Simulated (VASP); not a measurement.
Input of a VASP 6.6.1 run:

Contents of INCAR:

```
SYSTEM = SnO2
PREC = Accurate
ENCUT = 520
EDIFF = 1E-7
ISMEAR = 0
SIGMA = 0.01
LREAL = .False.
LASPH = .True.
NELM = 100
ALGO = Normal
ISIF = 2
LWAVE = .False.
LCHARG = .False.
GGA = PS
NBANDS = 35
```

KPOINTS

```
Automatic mesh
0
Gamma
  4 4 6
  0 0 0
```

The input POSCAR:

```
SnO2
1.0
    4.7558687767      0.0000000000      0.0000000000
    0.0000000000      4.8339193917      0.0000000000
    0.0000000000      0.0000000000      3.2191463513
Sn O
2 4
Direct
    0.5000000000      0.5000000000      0.5000000000
    0.0000000000      0.0000000000      0.0000000000
    0.2918550000      0.3210420000      0.0000000000
    0.7918550000      0.1789580000      0.5000000000
    0.2081450000      0.8210420000      0.5000000000
    0.7081450000      0.6789580000      0.0000000000
```

Potentials or basis: VASP PAW PBE potentials, release 64 (Sn_d, O).

Run with:

```console
$ cat potpaw_PBE.64/Sn_d/POTCAR potpaw_PBE.64/O/POTCAR > POTCAR
$ mpirun -np 1 vasp_std > vasp.out
```

Problem. What does it give for the largest force?

Solution. 0.068 eV/Å.

Problem. Predict the band gap on the k mesh.

Solution. 0.90 eV, direct.

Problem. Estimate the pressure.

Solution. -2.2 GPa.

Stress tensor (GPa, compression positive):
```
-2.08  0.00  0.00
 0.00 -2.35  0.00
 0.00  0.00 -2.03
```

Caveat: the PAW data sets were made with another functional, which shifts forces and pressure a little; spin-orbit coupling is left out, which moves the levels of the heavy elements. A hybrid or GW would open this gap; PBEsol tends to underestimate it.
